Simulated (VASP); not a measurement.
Write the native input for VASP 6.6.1 that does the following.

```
Task                   : single point
Functional             : r2SCAN
Potentials or basis    : VASP PAW PBE potentials, release 64 (Ge_d)
Cutoff                 : 520 eV
k mesh                 : 12 × 12 × 4
Occupations            : fermi-dirac, width 0.02 eV
Spin                   : no spin polarisation
Dipole correction      : no
Further INCAR settings : ALGO = Normal; EDIFF = 1e-06; NBANDS = 36
```

Ge:

```
Ge
1.0
     3.89528    0.00000    0.00000
    -1.94764    3.37341    0.00000
     0.00000    0.00000    6.59282
Ge
4
Direct
  0.33333 0.66667 0.00215
  0.66667 0.33333 0.50215
  0.33333 0.66667 0.37285
  0.66667 0.33333 0.87285
```

This cell differs from its parent crystal: biaxial xy strain -2.6%.

The input as run:

POSCAR

```
Ge
1.0
    3.8952762615      0.0000000000      0.0000000000
   -1.9476381307      3.3734081973      0.0000000000
    0.0000000000      0.0000000000      6.5928195187
Ge
4
Direct
    0.3333333333      0.6666666667      0.0021450151
    0.6666666667      0.3333333333      0.5021450151
    0.3333333333      0.6666666667      0.3728549849
    0.6666666667      0.3333333333      0.8728549849
```

INCAR.step1

```
SYSTEM = Ge
  ALGO = Normal
  EDIFF = 1E-4
  ENCUT = 520
  GGA = PE
  ISMEAR = -1
  LASPH = .True.
  LCHARG = .False.
  LREAL = .False.
  LWAVE = .True.
  NBANDS = 36
  NELM = 80
  PREC = Accurate
  SIGMA = 0.02
```

INCAR.step2

```
SYSTEM = Ge
  ALGO = Normal
  EDIFF = 1E-6
  ENCUT = 520
  ISIF = 2
  ISMEAR = -1
  ISTART = 1
  LASPH = .True.
  LCHARG = .False.
  LMIXTAU = .True.
  LREAL = .False.
  LWAVE = .False.
  METAGGA = R2SCAN
  NBANDS = 36
  NELM = 80
  PREC = Accurate
  SIGMA = 0.02
```

KPOINTS

```
k-points
0
Gamma
  12 12 4
  0 0 0
```

Potentials or basis: VASP PAW PBE potentials, release 64 (Ge_d).

Run with:

```console
$ cat potpaw_PBE.64/Ge_d/POTCAR > POTCAR
$ cp INCAR.step1 INCAR
$ mpirun -np 1 vasp_std > vasp.out
$ cp INCAR.step2 INCAR
$ mpirun -np 1 vasp_std > vasp.out
```

Results of the run:

```yaml
Pressure: 4.2 GPa
Largest_force: 0.007 eV/Å
Band_gap_on_the_k_mesh: 0.43 eV (least direct gap 0.47 eV)
```

Caveat: the cell differs from its parent crystal (biaxial xy strain -2.6%); the cell stands under pressure; semilocal functionals underestimate gaps, and a narrow one can read as zero; the PAW data sets were made with another functional, which shifts forces and pressure a little.

Run time: 15 min on 1 thread of Intel(R) Xeon(R) Platinum 8259CL CPU @ 2.50GHz (Skylake/Cascade Lake) (shared host), peak memory 0.28 GiB.
